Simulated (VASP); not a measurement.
**CuMo3: single point with PBE**

CuMo3:

```xyz
4
Lattice="4.0761 0.0000 0.0000 0.0000 4.0761 0.0000 0.0000 0.0000 4.0761" Properties=species:S:1:pos:R:3 pbc="T T T"
Cu    0.0000    0.0000    0.0000
Mo    0.0000    2.0380    2.0380
Mo    2.0380    0.0000    2.0380
Mo    2.0380    2.0380    0.0000
```

| Item | Value |
| --- | --- |
| Program | VASP 6.6.1 |
| Task | single point |
| Functional | PBE |
| Potentials or basis | VASP PAW PBE potentials, release 64 (Cu, Mo_sv) |
| Cutoff | 520 eV |
| k mesh | 4 × 4 × 4 |
| Occupations | gaussian, width 0.1 eV |
| Spin | no spin polarisation |

```json
{"Pressure": "-22.4 GPa"}
```

Levels at points of the mesh, in eV from the Fermi level:
```
           k point  band 24  band 25  band 26  band 27  band 28  band 29
(0.00, 0.00, 0.00)    -1.32     1.22     1.22     1.22     2.42     2.42
(0.50, 0.00, 0.00)    -0.49    -0.49    -0.48    -0.10     0.44     0.73
(0.50, 0.50, 0.00)    -1.75    -1.75    -0.30    -0.30     0.43     0.43
(0.50, 0.50, 0.50)    -0.94     0.39     0.39     0.39     1.08     1.08
```

It took 32 s on 1 thread of AMD EPYC 7R13 Processor (Zen 3) (shared host), peak memory 0.14 GiB.

Caveat: the k points lie up to 0.39 Å⁻¹ apart.
